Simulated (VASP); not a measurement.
Al: single point with PBE

Al, a slab with vacuum:

```
CELL_PARAMETERS angstrom
5.72757 0.00000 0.00000
0.00000 5.72757 0.00000
0.00000 0.00000 19.07500
ATOMIC_POSITIONS crystal
Al 0.25000 0.25000 0.05242
Al 0.75000 0.25000 0.05242
Al 0.25000 0.75000 0.05242
Al 0.75000 0.75000 0.05242
Al 0.00676 0.99863 0.15915
Al 0.50694 0.00036 0.15996
Al 0.00669 0.50106 0.15915
Al 0.50694 0.49938 0.15998
Al 0.30538 0.24926 0.27420
Al 0.80354 0.24939 0.27028
Al 0.31664 0.74928 0.28018
Al 0.81764 0.74938 0.27514
Al 0.06653 0.00677 0.38128
Al 0.58127 0.00737 0.38087
Al 0.06647 0.49153 0.38127
Al 0.58129 0.49091 0.38089
Al 0.32915 0.74903 0.47180
```

```json
{
 "Program": "VASP 6.6.1",
 "Task": "single point",
 "Functional": "PBE",
 "Potentials or basis": "VASP PAW PBE potentials, release 64 (Al)",
 "Cutoff": "520 eV",
 "k mesh": "3 × 3 × 1",
 "Occupations": "gaussian, width 0.15 eV",
 "Spin": "no spin polarisation",
 "Dipole correction": "no",
 "Further INCAR settings": "LREAL = Auto; ALGO = Normal; EDIFF = 1e-07; NBANDS = 40"
}
```

* Largest force: 0.067 eV/Å
* Band gap on the k mesh: zero (an odd number of electrons rules out a gap without spin polarisation)

Forces in eV/Å, atoms in the order of the input:
```
Al   0.053  0.000 -0.021
Al  -0.029  0.000  0.060
Al   0.000  0.000 -0.025
Al  -0.028 -0.001 -0.002
Al   0.002  0.000 -0.008
Al   0.001 -0.006 -0.008
Al   0.002  0.001 -0.008
Al   0.001  0.006 -0.009
Al   0.003  0.000  0.006
Al  -0.005  0.000  0.001
Al  -0.005  0.000  0.005
Al  -0.003 -0.002  0.009
Al  -0.001  0.003  0.000
Al   0.004  0.004 -0.001
Al  -0.001 -0.001  0.000
Al   0.004 -0.003  0.000
Al   0.000  0.000 -0.001
```

Levels at points of the mesh, in eV from the Fermi level:
```tsv
k point	band 22	band 23	band 24	band 25	band 26	band 27	band 28	band 29	band 30	band 31
(0.00, 0.00, 0.00)	-1.00	-0.78	-0.75	-0.62	-0.59	-0.10	0.01	0.21	0.25	0.89
```

Run time: 7.9 min on 1 thread of AMD EPYC 7R43 64-Core Processor (Zen 3), on a shared host, peak memory 0.58 GiB.

Caveat: the k points lie up to 0.37 Å⁻¹ apart, too coarse for converged energies and pressures of a metal; there is no dipole correction, which matters where the two faces differ.
